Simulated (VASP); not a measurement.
# Hf (P6_3/mmc) in VASP: a series of runs, part 2 of 2

VASP 6.6.1. The steps go on from the part before.

**4. Relaxation of shape and atoms at fixed volume, r2SCAN**

This run uses another cell than the first one, of 10.06 Å³/atom, 0.818 times its volume.

POSCAR reads:

```
Hf
1.0
    2.4508421608      0.0000000000      0.0000000000
   -1.2254210804      2.1224915719      0.0000000000
    0.0000000000      0.0000000000      3.8682614079
Hf
2
Direct
    0.3333333333      0.6666666667      0.2500000000
    0.6666666667      0.3333333333      0.7500000000
```

INCAR.step1 reads:

```
SYSTEM = Hf
ALGO = Normal
EDIFF = 1E-4
ENCUT = 600
GGA = PE
ISMEAR = -1
LASPH = .TRUE.
LCHARG = .FALSE.
LREAL = .FALSE.
LWAVE = .TRUE.
NELM = 100
PREC = Accurate
SIGMA = 0.1
```

INCAR.step2 reads:

```
SYSTEM = Hf
ALGO = Normal
EDIFF = 1E-7
EDIFFG = -0.005
ENCUT = 600
IBRION = 2
ISIF = 4
ISMEAR = -1
ISTART = 1
LASPH = .TRUE.
LCHARG = .FALSE.
LMIXTAU = .TRUE.
LREAL = .FALSE.
LWAVE = .FALSE.
METAGGA = R2SCAN
NELM = 100
NSW = 50
PREC = Accurate
SIGMA = 0.1
```

KPOINTS reads:

```
k-points
0
G
  14 14 8
  0 0 0
```

Potentials or basis: VASP PAW PBE potentials, release 64 (Hf_pv).

The run is started by

```sh
> cat potpaw_PBE.64/Hf_pv/POTCAR > POTCAR
> cp INCAR.step1 INCAR
> mpirun -np 1 vasp_std > vasp.out
> cp INCAR.step2 INCAR
> mpirun -np 1 vasp_std > vasp.out
```

OUTCAR:

```text
SYSTEM = Hf
   EDIFF = 1E-7
   EDIFFG = -0.005
   ENCUT = 600
   IBRION = 2
   ISIF = 4
   ISMEAR = -1
   ISTART = 1
   LASPH = .TRUE.
   LREAL = .FALSE.
   METAGGA = R2SCAN
   NELM = 100
   NSW = 50
   PREC = Accurate

 ion  position               nearest neighbor table
   1  0.333  0.667  0.250-   2 2.40   2 2.40   2 2.40   2 2.40   2 2.40   2 2.40   2 3.43   2 3.43
                             2 3.43   2 3.43   2 3.43   2 3.43
   2  0.667  0.333  0.750-   1 2.40   1 2.40   1 2.40   1 2.40   1 2.40   1 2.40   1 3.43   1 3.43
                             1 3.43   1 3.43   1 3.43   1 3.43

  LATTYP: Found a hexagonal cell.
 ALAT       =     2.4508421608
 C/A-ratio  =     1.5783396702

  Lattice vectors:

 A1 = (   2.4508421608,   0.0000000000,   0.0000000000)
 A2 = (  -1.2254210804,   2.1224915719,   0.0000000000)
 A3 = (   0.0000000000,   0.0000000000,   3.8682614079)

Analysis of symmetry for initial positions (statically):
=====================================================================
 Subroutine PRICEL returns:
 Original cell was already a primitive cell.

 Routine SETGRP: Setting up the symmetry group for a
 hexagonal supercell.

 Subroutine GETGRP returns: Found 24 space group operations
 (whereof 12 operations were pure point group operations)
 out of a pool of 24 trial point group operations.

The static configuration has the point symmetry D_3d.
 The point group associated with its full space group is D_6h.

Analysis of symmetry for dynamics (positions and initial velocities):
=====================================================================
 Subroutine PRICEL returns:
 Original cell was already a primitive cell.

 Routine SETGRP: Setting up the symmetry group for a
 hexagonal supercell.

 Subroutine GETGRP returns: Found 24 space group operations
 (whereof 12 operations were pure point group operations)
 out of a pool of 24 trial point group operations.

The dynamic configuration has the point symmetry D_3d.
 The point group associated with its full space group is D_6h.

 Subroutine INISYM returns: Found 24 space group operations
 (whereof 12 operations are pure point group operations),
 and found     1 'primitive' translations

----------------------------------------------------------------------------------------

                                     Primitive cell

  volume of cell :      20.1223

  direct lattice vectors                    reciprocal lattice vectors
     2.450842161  0.000000000  0.000000000     0.408023012  0.235572196  0.000000000
    -1.225421080  2.122491572  0.000000000     0.000000000  0.471144391  0.000000000
     0.000000000  0.000000000  3.868261408     0.000000000  0.000000000  0.258514070

  length of vectors
     2.450842161  2.450842161  3.868261408     0.471144391  0.471144391  0.258514070

  position of ions in fractional coordinates (direct lattice)
     0.333333333  0.666666667  0.250000000
     0.666666667  0.333333333  0.750000000

  ion indices of the primitive-cell ions
   primitive index   ion index
                 1           1
                 2           2

----------------------------------------------------------------------------------------

 KPOINTS: k-points

Automatic generation of k-mesh.
[... 73 lines left out ...]
   ISYM   =      2    0-nonsym 1-usesym 2-fastsym
   POTIM  = 0.5000    time-step for ionic-motion
   TEBEG  =    0.0;   TEEND  =   0.0 temperature during run
   PSTRESS=    0.0 pullay stress
   NELECT =      20.0000    total number of electrons
   NUPDOWN=      -1.0000    fix difference up-down
   EMIN   =  10.00;   EMAX   =-10.00  energy-range for DOS
   EFERMI =   0.00;   METHOD = LEGACY
   ISMEAR =    -1;   SIGMA  =   0.10  broadening in eV -4-tet -1-fermi 0-gaus
   EFERMI_NEDOS =   21; number of points for ismear=-14 and -15
   IALGO  =     38    algorithm
   IMIX   =      4    mixing-type and parameters
     AMIX     =   0.40;   BMIX     =  1.00
     AMIX_MAG =   1.60;   BMIX_MAG =  1.00
  volume/ion in A,a.u.               =      10.06        67.90
  Fermi-wavevector in a.u.,A,eV,Ry     =   1.633776  3.087389 36.316988  2.669223
  Thomas-Fermi vector in A             =   2.725525
   LORBIT       =      0    0 simple, 1 ext, 2 COOP (PROOUT), +10 PAW based schemes
   METAGGA = R2SCAN    functional components
   LHFCALC =     F    Hartree Fock is set to
   AEXX    =    0.0000 exact exchange contribution
   IVDW    =     0    specifies the selected vdW correction
   LEPSILON=     F    determine dielectric tensor
   LRPA    =     F    only Hartree local field effects (RPA)
 conjugate gradient relaxation of ions
 non-spin polarized calculation
  energy-cutoff  :      600.00
  volume of cell :       20.12
 maximum number of plane-waves:       695
 NGX is ok and might be reduce to    20
   NGX =  9   NGY =  9   NGZ = 15

--------------------------------------- Ionic step        1  -------------------------------------------

 number of electron      20.0000000 magnetization

 Free energy of the ion-electron system (eV)
  ---------------------------------------------------
  ext. energy  EPLUGINS =         0.00000000
  ---------------------------------------------------
  free energy    TOTEN  =       -76.43928334 eV

  energy without entropy =      -76.40290110  energy(sigma->0) =      -76.42109222

------------------------ aborting loop because EDIFF is reached ----------------------------------------

  FORCE on cell =-STRESS in cart. coord.  units (eV):
  Direction    XX          YY          ZZ          XY          YZ          ZX
  --------------------------------------------------------------------------------------
  -------------------------------------------------------------------------------------
  Total       40.0392459     40.0392459     45.5775112      0.0000000      0.0000000      0.0000000
  in kB     3188.0075419   3188.0075419   3628.9756715      0.0000000      0.0000000      0.0000000
  external PRESSURE =    3334.9969184 kB  Pullay stress =       0.0000000 kB
[... 89 lines left out ...]
  FREE ENERGIE OF THE ION-ELECTRON SYSTEM (eV)
  ---------------------------------------------------
  free  energy   TOTEN  =       -76.6716153923 eV

  energy  without entropy=      -76.6462546068  energy(sigma->0) =      -76.65893500

[... ionic steps 4 to 11 ...]

--------------------------------------- Ionic step       12  -------------------------------------------

 number of electron      20.0000003 magnetization

------------------------ aborting loop because EDIFF is reached ----------------------------------------
[... 67 lines left out ...]
--------------------------------------- Ionic step       14  -------------------------------------------

 number of electron      20.0000003 magnetization

 Free energy of the ion-electron system (eV)
  ---------------------------------------------------
  ext. energy  EPLUGINS =         0.00000000
  ---------------------------------------------------
  free energy    TOTEN  =       -76.67162775 eV

  energy without entropy =      -76.64627418  energy(sigma->0) =      -76.65895096

 E-fermi :  11.9249     XC(G=0): -16.9791

 val. band max:       11.9184832327   @ k =   0.2143   0.2143   0.3750
 cond. band min:      11.9354941327   @ k =   0.2143   0.0000   0.1250
 fundamental gap:      0.0170109000
 Fermi energy:        11.9249205856

 k-point     1 :       0.0000    0.0000    0.0000
  band No.  band energies     occupation
      1     -23.6751      2.00000
      2     -16.6483      2.00000
      3     -16.5901      2.00000
      4     -16.5901      2.00000
      5     -15.9063      2.00000
      6     -15.9063      2.00000
      7       4.0640      2.00000
      8       5.5763      2.00000
      9      11.2135      1.99837
     10      13.0721      0.00002
     11      13.0721      0.00002
     12      14.7255      0.00000
     13      14.7255      0.00000
     14      18.1926      0.00000
[... 377 lines left out ...]
      1     -22.4527      2.00000
      2     -21.5196      2.00000
      3     -21.2433      2.00000
      4     -20.0734      2.00000
      5     -19.3590      2.00000
      6     -18.7819      2.00000
      7       4.6627      2.00000
      8      10.8644      1.99995
      9      11.6316      1.89893
     10      11.7852      1.60359
     11      12.4745      0.00817
     12      13.0225      0.00003
     13      16.9693      0.00000
     14      21.2570      0.00000

 [... further k-points ...]

------------------------ aborting loop because EDIFF is reached ----------------------------------------

  FORCE on cell =-STRESS in cart. coord.  units (eV):
  Direction    XX          YY          ZZ          XY          YZ          ZX
  --------------------------------------------------------------------------------------
  -------------------------------------------------------------------------------------
  Total       41.8387556     41.8387556     41.8400164     -0.0000000      0.0000000      0.0000000
  in kB     3331.2882204   3331.2882182   3331.3886106     -0.0000000      0.0000000      0.0000000
  external PRESSURE =    3331.3216831 kB  Pullay stress =       0.0000000 kB
[... 17 lines left out ...]
  FREE ENERGIE OF THE ION-ELECTRON SYSTEM (eV)
  ---------------------------------------------------
  free  energy   TOTEN  =       -76.6716277487 eV

  energy  without entropy=      -76.6462741811  energy(sigma->0) =      -76.65895096

 reached required accuracy - stopping structural energy minimisation
```

OUTCAR.step1:

```text
SYSTEM = Hf
   EDIFF = 1E-4
   ENCUT = 600
   GGA = PE
   ISMEAR = -1
   LASPH = .TRUE.
   LREAL = .FALSE.
[... 633 lines left out ...]
     -0.00000      1.41499      0.96707         0.000000      0.000000      0.000000
      1.22542      0.70750      2.90120        -0.000000     -0.000000      0.000000
 -----------------------------------------------------------------------------------
    total drift:                               -0.000000      0.000000     -0.000000

  FREE ENERGIE OF THE ION-ELECTRON SYSTEM (eV)
  ---------------------------------------------------
  free  energy   TOTEN  =        -5.6434037265 eV

  energy  without entropy=       -5.6057378328  energy(sigma->0) =       -5.62457078
```

It took 18 min on 1 thread of AMD EPYC 9R45 (Zen 5), shared host; peak memory 0.13 GiB.

Results:

```yaml
Free_energy: -76.6716 eV
Energy_gained_by_relaxing: 116.2 meV/atom
Ionic_steps: 14
Pressure_after_relaxing: 333.1 GPa
Band_gap_on_the_k_mesh: zero (band 10 reaches 13.17 eV, above the bottom of band 11 at 11.14 eV)
```

Step by step:
```csv
step,energy change (eV),largest force (eV/Å),pressure (GPa),volume (Å³)
1,0.0000,0.0000,333.50,20.12
2,-0.1970,0.0000,334.03,20.12
3,-0.2323,0.0000,333.14,20.12
4,-0.2323,0.0000,333.12,20.12
5,-0.2323,0.0000,333.12,20.12
6,-0.2323,0.0000,333.12,20.12
7,-0.2323,0.0000,333.12,20.12
8,-0.2323,0.0000,333.12,20.12
9,-0.2323,0.0000,333.13,20.12
10,-0.2323,0.0000,333.13,20.12
11,-0.2323,0.0000,333.13,20.12
12,-0.2323,0.0000,333.13,20.12
13,-0.2323,0.0000,333.13,20.12
14,-0.2323,0.0000,333.13,20.12
```

Final structure:
```yaml
crystal:
  lattice:
    - [2.37110, 0.00000, 0.00000]
    - [-1.18555, 2.05343, 0.00000]
    - [0.00000, 0.00000, 4.13283]
  atoms:
    - { symbol: Hf, position: [0.33333, 0.66667, 0.25000] }
    - { symbol: Hf, position: [0.66667, 0.33333, 0.75000] }
```

Levels at points of the mesh, in eV from the Fermi level:
| k point | band 8 | band 9 | band 10 | band 11 | band 12 | band 13 |
| --- | --- | --- | --- | --- | --- | --- |
| (0.00, 0.00, 0.00) | -6.35 | -0.71 | 1.15 | 1.15 | 2.80 | 2.80 |
| (0.50, 0.00, 0.00) | -6.69 | -5.32 | 1.08 | 1.31 | 3.25 | 4.32 |
| (0.00, 0.00, 0.50) | -5.15 | 0.61 | 0.61 | 1.22 | 1.22 | 1.22 |
| (0.50, 0.00, 0.50) | -7.57 | -4.91 | -4.91 | 5.63 | 5.63 | 7.74 |

Caveat: the PAW data sets were made with another functional, which shifts forces and pressure a little; spin-orbit coupling is left out, which moves the levels of the heavy elements.

**5. Relaxation of shape and atoms at fixed volume, r2SCAN**

This run uses another cell than the first one, of 16.10 Å³/atom, 1.309 times its volume.

POSCAR reads:

```
Hf
1.0
    2.8665223807      0.0000000000      0.0000000000
   -1.4332611903      2.4824812022      0.0000000000
    0.0000000000      0.0000000000      4.5243459891
Hf
2
Direct
    0.3333333333      0.6666666667      0.2500000000
    0.6666666667      0.3333333333      0.7500000000
```

INCAR.step1 reads:

```
SYSTEM = Hf
PREC = Accurate
ENCUT = 600
ISMEAR = -1
SIGMA = 0.1
LREAL = .False.
LASPH = .True.
NELM = 100
GGA = PE
ALGO = Normal
EDIFF = 1E-4
LWAVE = .True.
LCHARG = .False.
```

INCAR.step2 reads:

```
SYSTEM = Hf
PREC = Accurate
ENCUT = 600
EDIFF = 1E-6
ISMEAR = -1
SIGMA = 0.1
LREAL = .False.
LASPH = .True.
NELM = 100
ALGO = Normal
ISIF = 4
LWAVE = .False.
LCHARG = .False.
METAGGA = R2SCAN
LMIXTAU = .True.
IBRION = 2
NSW = 50
EDIFFG = -0.005
ISTART = 1
```

KPOINTS reads:

```
Automatic mesh
0
Gamma
  14 14 8
  0 0 0
```

The run is started by

```sh
> cat potpaw_PBE.64/Hf_pv/POTCAR > POTCAR
> cp INCAR.step1 INCAR
> mpirun -np 1 vasp_std > vasp.out
> cp INCAR.step2 INCAR
> mpirun -np 1 vasp_std > vasp.out
```

Wall time 6.5 min (1 thread of AMD EPYC 9R45 (Zen 5), shared host); peak memory 0.17 GiB.

Results (log left out):

* Free energy: -88.4557 eV
* Energy gained by relaxing: 2.9 meV/atom
* Ionic steps: 2
* Pressure after relaxing: 60.9 GPa
* Band gap on the k mesh: zero (band 10 reaches 8.92 eV, above the bottom of band 11 at 6.98 eV)

Step by step:
```
step  energy change (eV)  largest force (eV/Å)  pressure (GPa)  volume (Å³)
   1              0.0000                0.0000           61.39        32.20
   2             -0.0057                0.0000           60.85        32.20
```

Final structure:
```
Hf
1.0
     2.84704    0.00000    0.00000
    -1.42352    2.46561    0.00000
     0.00000    0.00000    4.58647
Hf
2
Direct
  0.33333 0.66667 0.25000
  0.66667 0.33333 0.75000
```

Levels at points of the mesh, in eV from the Fermi level:
```
           k point  band 6  band 7  band 8  band 9  band 10  band 11  band 12  band 13  band 14
(0.00, 0.00, 0.00)  -30.10   -8.66   -5.08    1.31     1.31     1.47     2.09     2.57     2.57
(0.50, 0.00, 0.00)  -30.37   -4.45   -4.06   -3.69     0.15     0.90     1.34     2.46     8.84
(0.00, 0.00, 0.50)  -30.26   -6.00   -6.00   -0.05    -0.05     1.23     1.23     1.23     1.23
(0.50, 0.00, 0.50)  -30.65   -4.84   -4.84   -1.94    -1.94     2.84     2.84     3.75     3.75
```

Caveat: the PAW data sets were made with another functional, which shifts forces and pressure a little; spin-orbit coupling is left out, which moves the levels of the heavy elements.

**6. The runs side by side**

```csv
task,cell,cutoff (eV),gap on the mesh (eV),pressure (GPa)
single point,"a = 2.541, b = 2.541, c = 4.397 Å, angles 90.0, 90.0, 120.0°, 2 atoms",520,none,170.7
single point,"a = 2.843, b = 2.843, c = 4.598 Å, angles 90.0, 90.0, 120.0°, 2 atoms",520,none,60.8
relaxation of shape and atoms at fixed volume,"relaxed from a = 2.451, b = 2.451, c = 3.868 Å, angles 90.0, 90.0, 120.0°, 2 atoms",600,none,333.1
relaxation of shape and atoms at fixed volume,"relaxed from a = 2.867, b = 2.867, c = 4.524 Å, angles 90.0, 90.0, 120.0°, 2 atoms",600,none,60.9
```

Alike in all rows: level r2SCAN; potentials or basis VASP PAW PBE potentials, release 64 (Hf_pv); no spin polarisation; k mesh 14 × 14 × 8; smearing fermi-dirac 0.1 eV.

Caveats: the PAW data sets were made with another functional, which shifts forces and pressure a little; spin-orbit coupling is left out, which moves the levels of the heavy elements.

Absolute energies hang on the potentials; compare differences alone.
